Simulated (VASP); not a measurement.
Set up this calculation in VASP 6.6.1, as the native input.

```yaml
Task: single point
Functional: PBE
Potentials_or_basis: VASP PAW PBE potentials, release 64 (Si)
Cutoff: 520 eV
k_mesh: 7 × 4 × 1
Occupations: gaussian, width 0.05 eV
Spin: collinear spin
Starting_moments: "[0.0, 0.0, 0.0, 0.0, 0.0, 0.0, 0.0, 0.0, 2.0] μB"
Dipole_correction: yes
Further_INCAR_settings: ALGO = Normal; EDIFF = 1e-06; NBANDS = 32
```

The structure of Si lies in POSCAR:

```
Si
1.0
    3.8510821775      0.0000000000      0.0000000000
    0.0000000000      6.3646812330      0.0000000000
    0.0000000000      0.0000000000     19.7525434730
Si
9
Direct
    0.0000000000      0.9370679250      0.2025055662
    0.0000000000      0.5629320750      0.2025055662
    0.5000000000      0.4370679250      0.2587875163
    0.5000000000      0.0629320750      0.2587875163
    0.5000000000      0.9333044678      0.3720589473
    0.5000000000      0.5666955322      0.3720589473
    0.0000000000      0.4259907530      0.4177964972
    0.0000000000      0.0740092470      0.4177964972
    0.0000000000      0.9259907530      0.5266930867
```

One way to write it, as run:

INCAR

```
ALGO     = Normal         # electronic algorithm
DIPOL    = 0.5 0.5 0.337
EDIFF    = 1E-6           # SCF threshold, eV
ENCUT    = 520            # plane-wave cutoff, eV
GGA      = PE             # functional
IDIPOL   = 3            
ISIF     = 2              # what is computed and relaxed
ISMEAR   = 0              # smearing method
ISPIN    = 2              # spin polarisation
LASPH    = T              # aspherical terms in the spheres
LCHARG   = F              # write CHGCAR
LDIPOL   = T            
LORBIT   = 11             # projections on sites
LREAL    = F              # projectors in reciprocal space
LWAVE    = F              # write WAVECAR
MAGMOM   = 0 0 0 0 0 0 0 0 2 # initial moments
NBANDS   = 32             # bands
NELM     = 150            # most SCF steps
PREC     = Accurate       # precision mode
SIGMA    = 0.05           # smearing width, eV
```

KPOINTS

```
k-points
0
Gamma
  7 4 1
```

Potentials or basis: VASP PAW PBE potentials, release 64 (Si).

Launch:

```sh
$ cat potpaw_PBE.64/Si/POTCAR > POTCAR
$ mpirun -np 1 vasp_std > vasp.out
```

Results of the run:

The largest force is 1.350 eV/Å, the net moment is 0.35 μB per cell and the site moments are Si +0.01, +0.04, +0.00, +0.02, +0.03 (each value once) μB. The valence electrons inside the program's atomic spheres are Si 1.63, 1.65, 1.66, 1.69, 1.68, 1.74, 1.52 (each value once).

It took 19 min on 1 thread of Intel(R) Xeon(R) Platinum 8259CL CPU @ 2.50GHz (Skylake/Cascade Lake), with other jobs on the host, peak memory 0.79 GiB.
